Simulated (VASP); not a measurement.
Input of a VASP 6.6.1 run:

INCAR

```
SYSTEM = TiO2
  ALGO = Normal
  EDIFF = 1E-6
  ENCUT = 520
  GGA = PE
  ISIF = 2
  ISMEAR = 0
  LASPH = .True.
  LCHARG = .False.
  LREAL = .False.
  LWAVE = .False.
  NBANDS = 33
  NELM = 80
  PREC = Accurate
  SIGMA = 0.05
```

The input KPOINTS:

```
k-points
0
Gamma
  8 8 10
  0 0 0
```

POSCAR

```
TiO2
1.0
    4.5609493378      0.0000000000      0.0000000000
    0.0000000000      4.5609493378      0.0000000000
    0.0000000000      0.0000000000      2.5805851353
Ti O
2 4
Direct
    0.0000000000      0.0000000000      0.0000000000
    0.5000000000      0.5000000000      0.5000000000
    0.3050970583      0.3050970583      0.0000000000
    0.1949029417      0.8050970583      0.5000000000
    0.6949029417      0.6949029417      0.0000000000
    0.8050970583      0.1949029417      0.5000000000
```

Potentials or basis: VASP PAW PBE potentials, release 64 (Ti_sv, O).

The run is started by

```bash
$ cat potpaw_PBE.64/Ti_sv/POTCAR potpaw_PBE.64/O/POTCAR > POTCAR
$ mpirun -np 1 vasp_std > vasp.out
```

Question: Predict the band gap on the k mesh.

Answer: 2.11 eV.

Question: Predict the largest force.

Answer: 2.417 eV/Å.

Question: What does it give for the pressure?

Answer: 69.9 GPa.

Stress tensor (GPa, compression positive):
```
 45.97   0.00   0.00
  0.00  45.97   0.00
  0.00   0.00 117.85
```

Caveat: the cell stands under pressure; forces of over 1 eV/Å act on the atoms, so gaps and moduli don't describe the material at rest. Expect the measured gap to be larger: semilocal functionals such as PBE lack the derivative discontinuity.
